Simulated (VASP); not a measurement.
# Be2Sb3P (P-6m2) in VASP: notebook

The runs below take Be2Sb3P through single point, relaxation of cell and atoms, with r2SCAN+rVV10.

All numbers are computed with VASP 6.6.1; they aren't measurements. Logs are shortened: lines on timing, memory, paths and dates and some standing lists are left out, and cuts for length are marked.

### Step 1. The cell of the first run

Symmetry: P-6m2, No. 187, hexagonal system. Conventional cell: a = 4.999 Å, b = 4.999 Å, c = 5.882 Å, α = 90.00°, β = 90.00°, γ = 120.00°. Be (site symmetry 3m) has 1 Be at 2.14 Å within 2.8 Å. Sb (site symmetry -6m2) has 3 Sb at 2.89 Å and 2 P at 2.94 Å and 6 Be at 3.44 Å within 3.8 Å. Within 3.8 Å of Sb (site symmetry -6m2) lie 3 P at 2.89 Å and 2 Sb at 2.94 Å and 6 Be at 3.08 Å. Within 3.8 Å of Sb (site symmetry -6m2) lie 5 Sb at 2.89 to 2.94 Å and 6 Be at 3.44 Å. Within 3.8 Å of P (site symmetry -6m2) lie 5 Sb at 2.89 to 2.94 Å and 6 Be at 3.08 Å.

### Step 2. Single point, r2SCAN+rVV10

Contents of POSCAR:

```
Be2Sb3P
1.0
    4.9994860669      0.0000000034      0.0000000000
   -2.4997430364      4.3296819381      0.0000000000
    0.0000000000      0.0000000000      5.8823567515
Be Sb P
2 3 1
Direct
    0.6666666667      0.3333333333      0.1816638605
    0.6666666667      0.3333333333      0.8183361395
    0.0000000000      0.0000000000      0.5000000000
    0.3333333333      0.6666666667      0.0000000000
    0.3333333333      0.6666666667      0.5000000000
    0.0000000000      0.0000000000      0.0000000000
```

Contents of INCAR.step1:

```
SYSTEM = Be2Sb3P
PREC = Accurate
ENCUT = 520
ISMEAR = -1
SIGMA = 0.03
LREAL = .False.
LASPH = .True.
NELM = 100
NBANDS = 21
GGA = PE
ALGO = Normal
EDIFF = 1E-4
LWAVE = .True.
LCHARG = .False.
```

Contents of INCAR.step2:

```
SYSTEM = Be2Sb3P
PREC = Accurate
ENCUT = 520
EDIFF = 1E-7
ISMEAR = -1
SIGMA = 0.03
LREAL = .False.
LASPH = .True.
NELM = 100
ALGO = Normal
ISIF = 2
LWAVE = .False.
LCHARG = .True.
METAGGA = R2SCAN
LMIXTAU = .True.
LUSE_VDW = .True.
IVDW_NL = 2
BPARAM = 11.95
CPARAM = 0.0093
LELF = .True.
LVHAR = .True.
NBANDS = 21
ISTART = 1
```

Contents of KPOINTS:

```
Automatic mesh
0
Gamma
  6 6 4
  0 0 0
```

Potentials or basis: VASP PAW PBE potentials, release 64 (Be, Sb, P).

Run with:

```bash
cat potpaw_PBE.64/Be/POTCAR potpaw_PBE.64/Sb/POTCAR potpaw_PBE.64/P/POTCAR > POTCAR
cp INCAR.step1 INCAR
mpirun -np 1 vasp_std > vasp.out
cp INCAR.step2 INCAR
mpirun -np 1 vasp_std > vasp.out
```

OUTCAR:

```text
SYSTEM = Be2Sb3P
   PREC = Accurate
   ENCUT = 520
   EDIFF = 1E-7
   ISMEAR = -1
   LREAL = .False.
   LASPH = .True.
   NELM = 100
   ISIF = 2
   METAGGA = R2SCAN
   IVDW_NL = 2
   BPARAM = 11.95
   ISTART = 1

 ion  position               nearest neighbor table
   1  0.667  0.333  0.182-   2 2.14   4 3.08   4 3.08   4 3.08
   2  0.667  0.333  0.818-   1 2.14   4 3.08   4 3.08   4 3.08
   3  0.000  0.000  0.500-   5 2.89   5 2.89   5 2.89   6 2.94   6 2.94
   4  0.333  0.667  0.000-   6 2.89   6 2.89   6 2.89   5 2.94   5 2.94   1 3.08   2 3.08   1 3.08
                             2 3.08   1 3.08   2 3.08
   5  0.333  0.667  0.500-   3 2.89   3 2.89   3 2.89   4 2.94   4 2.94
   6  0.000  0.000  0.000-   4 2.89   4 2.89   4 2.89   3 2.94   3 2.94

  LATTYP: Found a hexagonal cell.
 ALAT       =     4.9994860669
 C/A-ratio  =     1.1765922882

  Lattice vectors:

 A1 = (   4.9994860669,   0.0000000034,   0.0000000000)
 A2 = (  -2.4997430364,   4.3296819381,   0.0000000000)
 A3 = (   0.0000000000,   0.0000000000,   5.8823567515)

Analysis of symmetry for initial positions (statically):
=====================================================================
 Subroutine PRICEL returns:
 Original cell was already a primitive cell.

 Routine SETGRP: Setting up the symmetry group for a
 hexagonal supercell.

 Subroutine GETGRP returns: Found 12 space group operations
 (whereof 12 operations were pure point group operations)
 out of a pool of 24 trial point group operations.

The static configuration has the point symmetry D_3h.

Analysis of symmetry for dynamics (positions and initial velocities):
=====================================================================
 Subroutine PRICEL returns:
 Original cell was already a primitive cell.

 Routine SETGRP: Setting up the symmetry group for a
 hexagonal supercell.

 Subroutine GETGRP returns: Found 12 space group operations
 (whereof 12 operations were pure point group operations)
 out of a pool of 24 trial point group operations.

The dynamic configuration has the point symmetry D_3h.

 Subroutine INISYM returns: Found 12 space group operations
 (whereof 12 operations are pure point group operations),
 and found     1 'primitive' translations

----------------------------------------------------------------------------------------

                                     Primitive cell

  volume of cell :     127.3306

  direct lattice vectors                    reciprocal lattice vectors
     4.999486067  0.000000003  0.000000000     0.200020559  0.115481924  0.000000000
    -2.499743036  4.329681938  0.000000000    -0.000000000  0.230963848  0.000000000
     0.000000000  0.000000000  5.882356751     0.000000000  0.000000000  0.169999890

  length of vectors
     4.999486067  4.999486067  5.882356751     0.230963848  0.230963848  0.169999890

  position of ions in fractional coordinates (direct lattice)
     0.666666667  0.333333333  0.181663861
     0.666666667  0.333333333  0.818336139
     0.000000000  0.000000000  0.500000000
     0.333333333  0.666666667  0.000000000
     0.333333333  0.666666667  0.500000000
     0.000000000  0.000000000  0.000000000

  ion indices of the primitive-cell ions
   primitive index   ion index
                 1           1
                 2           2
                 3           3
                 4           4
                 5           5
                 6           6

----------------------------------------------------------------------------------------

 KPOINTS: Automatic mesh

Automatic generation of k-mesh.
 Grid dimensions read from file:
 generate k-points for:    6    6    4

 Generating k-lattice:

  Cartesian coordinates                     Fractional coordinates (reciprocal lattice)
     0.033336760  0.019246987  0.000000000     0.166666667  0.000000000  0.000000000
    -0.000000000  0.038493975  0.000000000     0.000000000  0.166666667  0.000000000
     0.000000000  0.000000000  0.042499972     0.000000000  0.000000000  0.250000000

  Length of vectors
     0.038493975  0.038493975  0.042499972

  Shift w.r.t. Gamma in fractional coordinates (k-lattice)
     0.000000000  0.000000000  0.000000000

 Subroutine IBZKPT returns following result:
 ===========================================

 Found     21 irreducible k-points:

 Following reciprocal coordinates:
            Coordinates               Weight
  0.000000  0.000000  0.000000      1.000000
  0.166667 -0.000000  0.000000      6.000000
  0.333333 -0.000000  0.000000      6.000000
  0.500000  0.000000  0.000000      3.000000
  0.166667  0.166667  0.000000      6.000000
  0.333333  0.166667  0.000000     12.000000
[... 13 lines left out ...]
  0.333333  0.166667  0.500000     12.000000
  0.333333  0.333333  0.500000      2.000000
   k-points           NKPTS =     21   k-points in BZ     NKDIM =     21   number of bands    NBANDS=     21
   number of dos      NEDOS =    301   number of ions     NIONS =      6
   total plane-waves  NPLWV =  76800
   dimension x,y,z NGX =    40 NGY =   40 NGZ =   48
   dimension x,y,z NGXF=    80 NGYF=   80 NGZF=   96
   ions per type =               2   3   1
   NGX,Y,Z   is equivalent  to a cutoff of  13.30, 13.30, 13.57 a.u.
   NGXF,Y,Z  is equivalent  to a cutoff of  26.60, 26.60, 27.13 a.u.
 SYSTEM =  Be2Sb3P
   PREC   = accura    normal or accurate (medium, high low for compatibility)
   ISTART =      1    job   : 0-new  1-cont  2-samecut
   ICHARG =      0    charge: 1-file 2-atom 10-const
   ISPIN  =      1    spin polarized calculation?
   LNONCOLLINEAR =      F non collinear calculations
   LSORBIT =      F    spin-orbit coupling
   LASPH  =      T    aspherical Exc in radial PAW
   ENCUT  =  520.0 eV  38.22 Ry    6.18 a.u.   9.30  9.30 10.94*2*pi/ulx,y,z
   NELM   =    100;   NELMIN=  2; NELMDL=  0     # of ELM steps
   EDIFF  = 0.1E-06   stopping-criterion for ELM
   LREAL  =      F    real-space projection
   EDIFFG = 0.1E-05   stopping-criterion for IOM
   NSW    =      0    number of steps for IOM
   IBRION =     -1    ionic relax: 0-MD 1-quasi-New 2-CG
   NFREE  =      0    steps in history (QN), initial steepest desc. (CG)
   ISIF   =      2    stress and relaxation
   ISYM   =      2    0-nonsym 1-usesym 2-fastsym
   POTIM  = 0.5000    time-step for ionic-motion
   TEBEG  =    0.0;   TEEND  =   0.0 temperature during run
   PSTRESS=    0.0 pullay stress
   NELECT =      24.0000    total number of electrons
   NUPDOWN=      -1.0000    fix difference up-down
   EMIN   =  10.00;   EMAX   =-10.00  energy-range for DOS
   EFERMI =   0.00;   METHOD = LEGACY
   ISMEAR =    -1;   SIGMA  =   0.03  broadening in eV -4-tet -1-fermi 0-gaus
   EFERMI_NEDOS =   21; number of points for ismear=-14 and -15
   IALGO  =     38    algorithm
   IMIX   =      4    mixing-type and parameters
     AMIX     =   0.40;   BMIX     =  1.00
     AMIX_MAG =   1.60;   BMIX_MAG =  1.00
  volume/ion in A,a.u.               =      21.22       143.21
  Fermi-wavevector in a.u.,A,eV,Ry     =   0.938644  1.773780 11.987453  0.881053
  Thomas-Fermi vector in A             =   2.065877
   LORBIT       =      0    0 simple, 1 ext, 2 COOP (PROOUT), +10 PAW based schemes
   METAGGA = R2SCAN    functional components
   LHFCALC =     F    Hartree Fock is set to
   AEXX    =    0.0000 exact exchange contribution
   IVDW_NL    =     2    kernel type
   BPARAM     =11.9500
   IVDW    =     0    specifies the selected vdW correction
   LEPSILON=     F    determine dielectric tensor
   LRPA    =     F    only Hartree local field effects (RPA)
 non-spin polarized calculation
  energy-cutoff  :      520.00
  volume of cell :      127.33
 maximum number of plane-waves:      3454
 NGX is ok and might be reduce to    40
   NGX = 19   NGY = 19   NGZ = 21

 number of electron      24.0000001 magnetization

 Free energy of the ion-electron system (eV)
  ---------------------------------------------------
  ext. energy  EPLUGINS =         0.00000000
  ---------------------------------------------------
  free energy    TOTEN  =       -88.94885163 eV

  energy without entropy =      -88.94156956  energy(sigma->0) =      -88.94521060

 E-fermi :   7.2973     XC(G=0): -10.4618

 val. band max:        7.2773985807   @ k =   0.1667   0.1667   0.0000
 cond. band min:       7.3109954072   @ k =   0.3333   0.3333   0.5000
 fundamental gap:      0.0335968265
 Fermi energy:         7.2973284109

 k-point     1 :       0.0000    0.0000    0.0000
  band No.  band energies     occupation
      1      -6.6911      2.00000
      2      -3.6546      2.00000
      3      -1.2720      2.00000
      4       0.3184      2.00000
      5       2.4206      2.00000
      6       2.5650      2.00000
[... 13 lines left out ...]
     20      10.8563      0.00000
     21      11.4694      0.00000

 k-point     2 :       0.1667   -0.0000    0.0000
  band No.  band energies     occupation
      1      -6.4977      2.00000
      2      -3.4760      2.00000
      3      -1.9557      2.00000
      4       0.5045      2.00000
      5       1.3952      2.00000
      6       2.0645      2.00000
[... 13 lines left out ...]
     20      11.1601      0.00000
     21      12.4225      0.00000

 k-point     3 :       0.3333   -0.0000    0.0000
  band No.  band energies     occupation
      1      -5.9550      2.00000
      2      -3.4174      2.00000
      3      -2.7493      2.00000
      4      -0.0458      2.00000
      5       1.0203      2.00000
      6       1.4768      2.00000
[... 13 lines left out ...]
     20      12.0276      0.00000
     21      12.1221      0.00000
[... 385 lines left out ...]
 k-point    20 :       0.3333    0.1667    0.5000
  band No.  band energies     occupation
      1      -4.5277      2.00000
      2      -4.3384      2.00000
      3      -3.0469      2.00000
      4      -2.7723      2.00000
      5       0.8877      2.00000
      6       1.5968      2.00000
[... 13 lines left out ...]
     20      11.4433      0.00000
     21      12.3579      0.00000

 k-point    21 :       0.3333    0.3333    0.5000
  band No.  band energies     occupation
      1      -4.0848      2.00000
      2      -3.7246      2.00000
      3      -3.5416      2.00000
      4      -3.4711      2.00000
      5       0.3683      2.00000
      6       1.0909      2.00000
[... 13 lines left out ...]
     20      11.9077      0.00000
     21      13.2162      0.00000

------------------------ aborting loop because EDIFF is reached ----------------------------------------

  FORCE on cell =-STRESS in cart. coord.  units (eV):
  Direction    XX          YY          ZZ          XY          YZ          ZX
  --------------------------------------------------------------------------------------
  -------------------------------------------------------------------------------------
  Total        0.2061098      0.2061098      0.1995752     -0.0000000      0.0000000     -0.0000000
  in kB        2.5934414      2.5934414      2.5112181     -0.0000000      0.0000000     -0.0000000
  external PRESSURE =       2.5660336 kB  Pullay stress =       0.0000000 kB

 VOLUME and BASIS-vectors are now :
 -----------------------------------------------------------------------------
  energy-cutoff  :      520.00
  volume of cell :      127.33
      direct lattice vectors                 reciprocal lattice vectors
     4.999486067  0.000000003  0.000000000     0.200020559  0.115481924  0.000000000
    -2.499743036  4.329681938  0.000000000    -0.000000000  0.230963848  0.000000000
     0.000000000  0.000000000  5.882356751     0.000000000  0.000000000  0.169999890

 POSITION                                       TOTAL-FORCE (eV/Angst)
 -----------------------------------------------------------------------------------
      2.49974      1.44323      1.06861        -0.000000     -0.000000      0.000493
      2.49974      1.44323      4.81375        -0.000000      0.000000     -0.000493
      0.00000      0.00000      2.94118        -0.000000     -0.000000      0.000000
     -0.00000      2.88645      0.00000         0.000000     -0.000000      0.000000
     -0.00000      2.88645      2.94118        -0.000000      0.000000      0.000000
      0.00000      0.00000      0.00000         0.000000     -0.000000      0.000000
 -----------------------------------------------------------------------------------
    total drift:                               -0.000000      0.000000      0.000000

  FREE ENERGIE OF THE ION-ELECTRON SYSTEM (eV)
  ---------------------------------------------------
  free  energy   TOTEN  =       -88.9488516317 eV

  energy  without entropy=      -88.9415695587  energy(sigma->0) =      -88.94521060
```

Wall time 3.3 min (1 thread of Intel Xeon 6975P-C (Granite Rapids), shared host); peak memory 0.58 GiB.

What came out:

- Free energy: -88.9489 eV
- Pressure: 0.3 GPa
- Band gap on the k mesh: zero (bands 12 and 13 overlap by 3.31 eV)

Levels at points of the mesh, in eV from the Fermi level:
```
           k point  band 10  band 11  band 12  band 13  band 14  band 15
(0.00, 0.00, 0.00)    -2.68    -2.39    -2.34    -2.34     0.80     1.34
(0.50, 0.00, 0.00)    -2.29    -0.27     0.50     1.17     1.52     1.85
(0.00, 0.00, 0.50)    -2.66    -2.26    -2.12    -2.12    -0.69    -0.69
(0.50, 0.00, 0.50)    -1.26    -0.41    -0.38     1.06     1.57     2.19
```

Caveat: the PAW data sets were made with another functional, which shifts forces and pressure a little; spin-orbit coupling is left out, which moves the levels of the heavy elements.

[end of part 1 of 2]
